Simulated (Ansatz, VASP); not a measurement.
Al in VASP and in Ansatz

```xyz
19
Lattice="6.0233 2.0078 4.0156 -6.0233 -2.0078 4.0156 2.0078 -6.0233 -4.0156" Properties=species:S:1:pos:R:3 pbc="T T T"
Al    1.0039   -5.0194   -2.0078
Al    4.0156   -4.0156    0.0000
Al   -2.0078   -6.0233    0.0000
Al   -0.0385   -3.9714    0.1562
Al    2.0160   -2.0356    0.0298
Al   -0.0315   -6.0667    2.0078
Al    2.0392   -3.9721    2.0078
Al    4.1127   -2.0317    2.0078
Al    0.0385   -0.0441   -0.1562
Al   -2.1275   -4.0841    2.0078
Al   -0.1440   -1.8716    2.0078
Al    1.9106    0.0239    2.0078
Al   -0.0385   -3.9714    3.8593
Al    2.0160   -2.0356    3.9858
Al    4.0074    0.0278    3.9858
Al   -2.0160   -1.9799    4.0453
Al    2.0462   -6.0675    0.1562
Al    0.1440   -2.1440    6.0233
Al    2.1275    0.0685    6.0233
```

Change from the starting cell: atom 1 (Al) set half-way to the vacancy, atoms relaxed in the symmetry of that start.

Alike in both runs: functional PBEsol; k mesh 4 × 4 × 4; occupations gaussian, width 0.1 eV; no spin polarisation.

Ansatz relaxed the structure, and its values are those at the end. VASP's run is a single point on that final structure, the one shown.

```csv
,VASP,Ansatz
version,VASP 6.6.1,Ansatz 0.2.0
potentials or method,"VASP PAW PBE potentials, release 64 (Al), cutoff 520 eV","scalar-relativistic, plane waves, PAW"
valence electrons in the cell,57,57
```

```tsv
	VASP	Ansatz	Ansatz less VASP
gap on the k mesh at the Fermi level (eV)	none	none	-
pressure (GPa)	-0.3	-0.4	-0.07
```

VASP's potentials were made for PBE, not for PBEsol. A gap of «none» marks a metal or a gap that the smearing closes. Ansatz's warnings: stress scf threshold loose.
